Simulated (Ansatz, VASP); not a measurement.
**Two plane-wave programs on ScAl3F**

```xyz
5
Lattice="4.4008 0.0000 0.0000 0.0000 4.4008 0.0000 0.0000 0.0000 4.4008" Properties=species:S:1:pos:R:3 pbc="T T T"
Sc    0.0000    0.0000    0.0000
Al    2.2004    0.0000    2.2004
Al    2.2004    2.2004    0.0000
Al    0.0000    2.2004    2.2004
F     2.2004    2.2004    2.2004
```

Change from the starting cell: species swapped into the Pr3InO type (Pm-3m, No. 221).

Alike in both runs: functional PBE; k mesh 8 × 8 × 8; occupations gaussian, width 0.1 eV; no spin polarisation.

Ansatz relaxed the structure, and its values are those at the end. VASP's run is a single point on that final structure, the one shown.

```csv
,VASP,Ansatz
version,VASP 6.6.1,Ansatz 0.2.0
potentials or method,"VASP PAW PBE potentials, release 64 (Sc_sv, Al, F), cutoff 520 eV","scalar-relativistic, plane waves, PAW"
valence electrons in the cell,27,27
```

|  | VASP | Ansatz | Ansatz less VASP |
| --- | --- | --- | --- |
| gap on the k mesh at the Fermi level (eV) | none | none | - |
| pressure (GPa) | 0.0 | 0.0 | +0.04 |

A gap of «none» marks a metal or a gap that the smearing closes.
